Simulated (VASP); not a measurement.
Input of a VASP 6.6.1 run:

File INCAR:

```
SYSTEM = Ta
PREC     = Accurate       ! precision mode
ENCUT    = 520            ! plane-wave cutoff, eV
EDIFF    = 1E-6           ! SCF threshold, eV
ISMEAR   = 0              ! smearing method
SIGMA    = 0.15           ! smearing width, eV
LREAL    = .False.        ! projectors in reciprocal space
LASPH    = .True.         ! aspherical terms in the spheres
NELM     = 60             ! most SCF steps
ALGO     = Normal         ! electronic algorithm
ISIF     = 2              ! what is computed and relaxed
LWAVE    = .False.        ! write WAVECAR
LCHARG   = .False.        ! write CHGCAR
GGA      = PS             ! functional
NBANDS   = 12             ! bands
```

The input KPOINTS:

```
Automatic mesh
0
Gamma
  20 20 20
  0 0 0
```

The input POSCAR:

```
Ta
1.0
   -1.6402286350      1.6402286350      1.3941943397
    1.6402286350     -1.6402286350      1.3941943397
    1.6402286350      1.6402286350     -1.3941943397
Ta
1
Direct
    0.0000000000      0.0000000000      0.0000000000
```

Potentials or basis: VASP PAW PBE potentials, release 64 (Ta_pv).

The run is started by

```bash
$ cat potpaw_PBE.64/Ta_pv/POTCAR > POTCAR
$ mpirun -np 1 vasp_std > vasp.out
```

(1) Estimate the pressure.

Results:

(1) 49.9 GPa.

Caveat: the cell differs from its parent crystal (normal strain along x +0.0000, normal strain along z -0.1500); the PAW data sets were made with another functional, which shifts forces and pressure a little.
